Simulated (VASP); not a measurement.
# Gd (P6_3/mmc) in VASP: single point with PBE+U

Aim: the single point of Gd with PBE+U.

Everything below comes from runs of VASP 6.6.1. Logs are shortened: lines on timing, memory, paths and dates and some standing lists are left out, and cuts for length are marked.

## (1) The cell of the first run

It takes space group P6_3/mmc (No. 194, hexagonal). The conventional cell has a = 3.636 Å, b = 3.636 Å, c = 5.783 Å, α = 90.00°, β = 90.00°, γ = 120.00°. Gd (site symmetry -6m2) has 12 Gd at 3.57 to 3.64 Å within 4.7 Å.

## (2) Single point, PBE+U, collinear spin, ferromagnetic start

INCAR reads:

```
PREC     = Accurate       # precision mode
ENCUT    = 520            # plane-wave cutoff, eV
EDIFF    = 1E-7           # SCF threshold, eV
ISMEAR   = 0              # smearing method
SIGMA    = 0.1            # smearing width, eV
LREAL    = F              # projectors in reciprocal space
LASPH    = T              # aspherical terms in the spheres
NELM     = 150            # most SCF steps
ALGO     = Normal         # electronic algorithm
ISIF     = 2              # what is computed and relaxed
LWAVE    = F              # write WAVECAR
LCHARG   = F              # write CHGCAR
ISPIN    = 2              # spin polarisation
MAGMOM   = 7 7            # initial moments
LORBIT   = 11             # projections on sites
LMAXMIX  = 6              # l up to which the mixer works
LDAU     = T              # DFT+U
LDAUTYPE = 2            
LDAUL    = 3              # shell
LDAUU    = 8              # U, eV
LDAUJ    = 0            
LDAUPRINT= 1            
GGA      = PE             # functional
NBANDS   = 29             # bands
```

KPOINTS reads:

```
Automatic mesh
0
Gamma
  6 6 4
```

POSCAR reads:

```
Gd
1.0
    3.6360000000      0.0000000000      0.0000000000
   -1.8180000000      3.1488683680      0.0000000000
    0.0000000000      0.0000000000      5.7826000000
Gd
2
Direct
    0.3333333330      0.6666666670      0.2500000000
    0.6666666670      0.3333333330      0.7500000000
```

Potentials or basis: VASP PAW PBE potentials, release 64 (Gd).

On the command line:

```bash
$ cat potpaw_PBE.64/Gd/POTCAR > POTCAR
$ mpirun -np 1 vasp_std > vasp.out
```

OUTCAR:

```text
PREC = Accurate
   ENCUT = 520
   EDIFF = 1E-7
   ISMEAR = 0
   LREAL = F
   LASPH = T
   NELM = 150
   ISIF = 2
   ISPIN = 2
   LORBIT = 11
   GGA = PE

 ion  position               nearest neighbor table
   1  0.333  0.667  0.250-
   2  0.667  0.333  0.750-

  LATTYP: Found a hexagonal cell.
 ALAT       =     3.6360000000
 C/A-ratio  =     1.5903740374

  Lattice vectors:

 A1 = (   3.6360000000,   0.0000000000,   0.0000000000)
 A2 = (  -1.8180000000,   3.1488683680,   0.0000000000)
 A3 = (   0.0000000000,   0.0000000000,   5.7826000000)

Analysis of symmetry for initial positions (statically):
=====================================================================
 Subroutine PRICEL returns:
 Original cell was already a primitive cell.

 Routine SETGRP: Setting up the symmetry group for a
 hexagonal supercell.

 Subroutine GETGRP returns: Found 24 space group operations
 (whereof 12 operations were pure point group operations)
 out of a pool of 24 trial point group operations.

The static configuration has the point symmetry D_3d.
 The point group associated with its full space group is D_6h.

Analysis of symmetry for dynamics (positions and initial velocities):
=====================================================================
 Subroutine PRICEL returns:
 Original cell was already a primitive cell.

 Routine SETGRP: Setting up the symmetry group for a
 hexagonal supercell.

 Subroutine GETGRP returns: Found 24 space group operations
 (whereof 12 operations were pure point group operations)
 out of a pool of 24 trial point group operations.

The dynamic configuration has the point symmetry D_3d.
 The point group associated with its full space group is D_6h.

Analysis of structural, dynamic, and magnetic symmetry:
=====================================================================
 Subroutine PRICEL returns:
 Original cell was already a primitive cell.

 Routine SETGRP: Setting up the symmetry group for a
 hexagonal supercell.

 Subroutine GETGRP returns: Found 24 space group operations
 (whereof 12 operations were pure point group operations)
 out of a pool of 24 trial point group operations.

The overall configuration has the point symmetry D_3d.
 The point group associated with its full space group is D_6h.

 Subroutine INISYM returns: Found 24 space group operations
 (whereof 12 operations are pure point group operations),
 and found     1 'primitive' translations

----------------------------------------------------------------------------------------

                                     Primitive cell

  volume of cell :      66.2066

[... 167 lines left out ...]

atom =   2  type =  1  l = 3

 onsite density matrix

spin component  1

  0.9913 -0.0000 -0.0000  0.0000 -0.0000  0.0000 -0.0000
 -0.0000  0.9906  0.0000 -0.0000  0.0000 -0.0000  0.0000
 -0.0000  0.0000  0.9903 -0.0000 -0.0000 -0.0000 -0.0000
  0.0000 -0.0000 -0.0000  0.9913 -0.0000 -0.0000 -0.0000
 -0.0000  0.0000 -0.0000 -0.0000  0.9903 -0.0000 -0.0000
  0.0000 -0.0000 -0.0000 -0.0000 -0.0000  0.9906 -0.0000
 -0.0000  0.0000 -0.0000 -0.0000 -0.0000 -0.0000  0.9902

spin component  2

  0.0004  0.0000 -0.0000  0.0000  0.0000 -0.0000  0.0000
  0.0000  0.0007 -0.0000  0.0000  0.0000 -0.0000  0.0000
 -0.0000 -0.0000  0.0004  0.0000  0.0000 -0.0000  0.0000
  0.0000  0.0000  0.0000  0.0003  0.0000 -0.0000  0.0000
  0.0000  0.0000  0.0000  0.0000  0.0004  0.0000 -0.0000
 -0.0000 -0.0000 -0.0000 -0.0000  0.0000  0.0007 -0.0000
  0.0000  0.0000  0.0000  0.0000 -0.0000 -0.0000  0.0003

 occupancies and eigenvectors

  o =  0.0003  v =  0.0000  0.0000  0.0000  0.0000  0.0000  0.0000  0.0000  0.0000  0.0000  0.0000 -1.0000  0.0000 -0.0000  0.0000      0.0000  0.0000  0.0000  0.0000  0.0000  0.0000  0.0000  0.0000  0.0000  0.0000  0.0000  0.0000  0.0000  0.0000
  o =  0.0003  v =  0.0000  0.0000  0.0000  0.0000  0.0000  0.0000  0.0000 -0.0000  0.0000 -0.0000  0.0000  0.0000 -0.0000  1.0000      0.0000  0.0000  0.0000  0.0000  0.0000  0.0000  0.0000  0.0000  0.0000  0.0000  0.0000  0.0000  0.0000  0.0000
  o =  0.0004  v =  0.0000  0.0000  0.0000  0.0000  0.0000  0.0000  0.0000  0.0000  0.0000  1.0000  0.0000 -0.0000  0.0000  0.0000      0.0000  0.0000  0.0000  0.0000  0.0000  0.0000  0.0000  0.0000  0.0000  0.0000  0.0000  0.0000  0.0000  0.0000
  o =  0.0004  v =  0.0000  0.0000  0.0000  0.0000  0.0000  0.0000  0.0000 -0.0000  0.0000 -0.0000 -0.0000 -1.0000 -0.0000  0.0000      0.0000  0.0000  0.0000  0.0000  0.0000  0.0000  0.0000  0.0000  0.0000  0.0000  0.0000  0.0000  0.0000  0.0000
  o =  0.0004  v =  0.0000  0.0000  0.0000  0.0000  0.0000  0.0000  0.0000  1.0000 -0.0000 -0.0000  0.0000  0.0000  0.0000  0.0000      0.0000  0.0000  0.0000  0.0000  0.0000  0.0000  0.0000  0.0000  0.0000  0.0000  0.0000  0.0000  0.0000  0.0000
  o =  0.0007  v =  0.0000  0.0000  0.0000  0.0000  0.0000  0.0000  0.0000 -0.0000  0.0000 -0.0000 -0.0000 -0.0000  1.0000  0.0000      0.0000  0.0000  0.0000  0.0000  0.0000  0.0000  0.0000  0.0000  0.0000  0.0000  0.0000  0.0000  0.0000  0.0000
  o =  0.0007  v =  0.0000  0.0000  0.0000  0.0000  0.0000  0.0000  0.0000  0.0000  1.0000 -0.0000  0.0000  0.0000 -0.0000 -0.0000      0.0000  0.0000  0.0000  0.0000  0.0000  0.0000  0.0000  0.0000  0.0000  0.0000  0.0000  0.0000  0.0000  0.0000
  o =  0.9902  v =  0.0000 -0.0000  0.0000  0.0000  0.0000  0.0000  1.0000  0.0000  0.0000  0.0000  0.0000  0.0000  0.0000  0.0000      0.0000  0.0000  0.0000  0.0000  0.0000  0.0000  0.0000  0.0000  0.0000  0.0000  0.0000  0.0000  0.0000  0.0000
  o =  0.9903  v = -0.0000 -0.0000 -1.0000  0.0000 -0.0000 -0.0000  0.0000  0.0000  0.0000  0.0000  0.0000  0.0000  0.0000  0.0000      0.0000  0.0000  0.0000  0.0000  0.0000  0.0000  0.0000  0.0000  0.0000  0.0000  0.0000  0.0000  0.0000  0.0000
  o =  0.9903  v = -0.0000 -0.0000  0.0000 -0.0000 -1.0000 -0.0000  0.0000  0.0000  0.0000  0.0000  0.0000  0.0000  0.0000  0.0000      0.0000  0.0000  0.0000  0.0000  0.0000  0.0000  0.0000  0.0000  0.0000  0.0000  0.0000  0.0000  0.0000  0.0000
  o =  0.9906  v =  0.0000  0.9992 -0.0000  0.0000 -0.0000  0.0394  0.0000  0.0000  0.0000  0.0000  0.0000  0.0000  0.0000  0.0000      0.0000  0.0000  0.0000  0.0000  0.0000  0.0000  0.0000  0.0000  0.0000  0.0000  0.0000  0.0000  0.0000  0.0000
  o =  0.9906  v =  0.0000  0.0394 -0.0000 -0.0000 -0.0000 -0.9992  0.0000  0.0000  0.0000  0.0000  0.0000  0.0000  0.0000  0.0000      0.0000  0.0000  0.0000  0.0000  0.0000  0.0000  0.0000  0.0000  0.0000  0.0000  0.0000  0.0000  0.0000  0.0000
  o =  0.9913  v =  1.0000 -0.0000 -0.0000  0.0000 -0.0000  0.0000 -0.0000  0.0000  0.0000  0.0000  0.0000  0.0000  0.0000  0.0000      0.0000  0.0000  0.0000  0.0000  0.0000  0.0000  0.0000  0.0000  0.0000  0.0000  0.0000  0.0000  0.0000  0.0000
  o =  0.9913  v = -0.0000  0.0000  0.0000  1.0000 -0.0000 -0.0000 -0.0000  0.0000  0.0000  0.0000  0.0000  0.0000  0.0000  0.0000      0.0000  0.0000  0.0000  0.0000  0.0000  0.0000  0.0000  0.0000  0.0000  0.0000  0.0000  0.0000  0.0000  0.0000

 number of electron      36.0000005 magnetization      15.6025905

 Free energy of the ion-electron system (eV)
  ---------------------------------------------------
  ext. energy  EPLUGINS =         0.00000000
  ---------------------------------------------------
  free energy    TOTEN  =       -22.69269945 eV

  energy without entropy =      -22.68120394  energy(sigma->0) =      -22.68695169

 E-fermi :   3.0936     XC(G=0):  -9.9714

 val. band max:        3.0729284734   @ k =   0.1667   0.1667   0.0000
 cond. band min:       3.1227803949   @ k =   0.3333   0.3333   0.0000
 fundamental gap:      0.0498519215
 Fermi energy:         3.0936182221

 spin component 1

 k-point     1 :       0.0000    0.0000    0.0000
  band No.  band energies     occupation
      1     -42.4633      1.00000
      2     -42.3949      1.00000
      3     -20.1759      1.00000
      4     -19.5712      1.00000
      5     -19.5712      1.00000
      6     -19.4659      1.00000
[... 661 lines left out ...]
     28       3.0248      0.83469
     29       5.3673      0.00000
 Fermi energy:         3.0936182221

 spin component 2

 k-point     1 :       0.0000    0.0000    0.0000
  band No.  band energies     occupation
      1     -39.1640      1.00000
      2     -39.0777      1.00000
      3     -17.8892      1.00000
      4     -17.1450      1.00000
      5     -17.1450      1.00000
      6     -17.0208      1.00000
[... 661 lines left out ...]
     28       7.4883      0.00000
     29       7.7619      0.00000

------------------------ aborting loop because EDIFF is reached ----------------------------------------

  FORCE on cell =-STRESS in cart. coord.  units (eV):
  Direction    XX          YY          ZZ          XY          YZ          ZX
  --------------------------------------------------------------------------------------
  -------------------------------------------------------------------------------------
  Total        0.3323769      0.3323769      0.5819636      0.0000000      0.0000000      0.0000000
  in kB        8.0434039      8.0434039     14.0833146      0.0000000      0.0000000      0.0000000
  external PRESSURE =      10.0567075 kB  Pullay stress =       0.0000000 kB

 VOLUME and BASIS-vectors are now :
 -----------------------------------------------------------------------------
  energy-cutoff  :      520.00
  volume of cell :       66.21
      direct lattice vectors                 reciprocal lattice vectors
     3.636000000  0.000000000  0.000000000     0.275027503  0.158787203  0.000000000
    -1.818000000  3.148868368  0.000000000     0.000000000  0.317574406  0.000000000
     0.000000000  0.000000000  5.782600000     0.000000000  0.000000000  0.172932591

 POSITION                                       TOTAL-FORCE (eV/Angst)
 -----------------------------------------------------------------------------------
     -0.00000      2.09925      1.44565        -0.000000      0.000000      0.000000
      1.81800      1.04962      4.33695         0.000000     -0.000000      0.000000
 -----------------------------------------------------------------------------------
    total drift:                               -0.000001      0.000001     -0.000000

  FREE ENERGIE OF THE ION-ELECTRON SYSTEM (eV)
  ---------------------------------------------------
  free  energy   TOTEN  =       -22.6926994513 eV

  energy  without entropy=      -22.6812039381  energy(sigma->0) =      -22.68695169

 total charge

# of ion       s       p       d       f       tot
--------------------------------------------------
    1        2.074   5.573   0.600   6.933  15.181
    2        2.074   5.573   0.600   6.933  15.181
--------------------------------------------------
tot          4.149  11.147   1.200  13.865  30.361

 magnetization (x)

# of ion       s       p       d       f       tot
--------------------------------------------------
    1        0.004  -0.055   0.246   6.926   7.120
    2        0.004  -0.055   0.246   6.926   7.120
--------------------------------------------------
tot          0.007  -0.111   0.492  13.853  14.241
```

Wall time 3.8 min (1 thread of Intel Xeon 8259CL, shared host); peak memory 0.25 GiB.

What came out:

* Free energy: -22.6927 eV
* Pressure: 1.0 GPa
* Net moment: 15.60 μB per cell
* Site moments: Gd +7.12 μB
* Valence electrons inside the program's atomic spheres: Gd 15.18

Stress tensor (GPa, compression positive):
```
0.80 0.00 0.00
0.00 0.80 0.00
0.00 0.00 1.41
```

Levels at points of the mesh, in eV from the Fermi level:
Spin up:
```tsv
k point	band 24	band 25	band 26	band 27	band 28	band 29
(0.00, 0.00, 0.00)	-2.67	0.87	1.15	1.15	1.32	1.77
(0.50, 0.00, 0.00)	-1.91	-1.45	-0.28	0.91	0.91	1.61
(0.00, 0.00, 0.50)	-3.74	0.28	0.28	1.07	1.07	1.07
(0.50, 0.00, 0.50)	-2.32	-0.66	-0.66	1.28	1.28	2.37
```
Spin down:
```tsv
k point	band 7	band 8	band 9	band 10	band 11	band 12	band 13	band 14
(0.00, 0.00, 0.00)	-20.11	-20.10	-4.28	-1.52	1.79	2.22	2.22	2.42
(0.50, 0.00, 0.00)	-20.32	-20.21	-1.13	-1.00	-0.66	0.86	1.93	1.99
(0.00, 0.00, 0.50)	-20.18	-20.18	-2.73	-2.73	1.39	1.39	2.18	2.18
(0.50, 0.00, 0.50)	-20.31	-20.31	-1.45	-1.45	0.54	0.54	2.22	2.22
```

Eigenvalues of the final occupation matrices:
```tsv
site	spin	trace	eigenvalues
site 1 f	1	6.93	0.99 0.99 0.99 0.99 0.99 0.99 0.99
site 1 f	2	0.00	0.00 0.00 0.00 0.00 0.00 0.00 0.00
site 2 f	1	6.93	0.99 0.99 0.99 0.99 0.99 0.99 0.99
site 2 f	2	0.00	0.00 0.00 0.00 0.00 0.00 0.00 0.00
```

Caveat: spin-orbit coupling is left out, which moves the levels of the heavy elements.
